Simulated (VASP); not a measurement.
Crystal: Ir.

```
Ir
1.0
     0.00000    1.93533    1.93533
     1.93533    0.00000    1.93533
     1.93533    1.93533    0.00000
Ir
1
Direct
  0.00000 0.00000 0.00000
```

Base run:

| Item | Value |
| --- | --- |
| Program | VASP 6.6.1 |
| Functional | r2SCAN |
| Potentials or basis | VASP PAW PBE potentials, release 64 (Ir) |
| Cutoff | 520 eV |
| k mesh | 18 × 18 × 18 |
| Occupations | gaussian, width 0.1 eV |
| Spin | no spin polarisation |

Its results: pressure -5.2 GPa.

Q: The run is repeated on the same cell with these changes: potentials or basis from VASP PAW PBE potentials, release 64 (Ir) to VASP PAW PBE potentials, release 64 (Ir_sv_GW); cutoff from 520 eV to 550 eV; further incar settings from ALGO = Normal; EDIFF = 1e-06; NBANDS = 10 to ALGO = Normal; EDIFF = 1e-06; NBANDS = 14; valence electrons from 9 to 17. What comes out?

A: Pressure -9.5 GPa.

Caveats: the PAW data sets were made with another functional, which shifts forces and pressure a little.
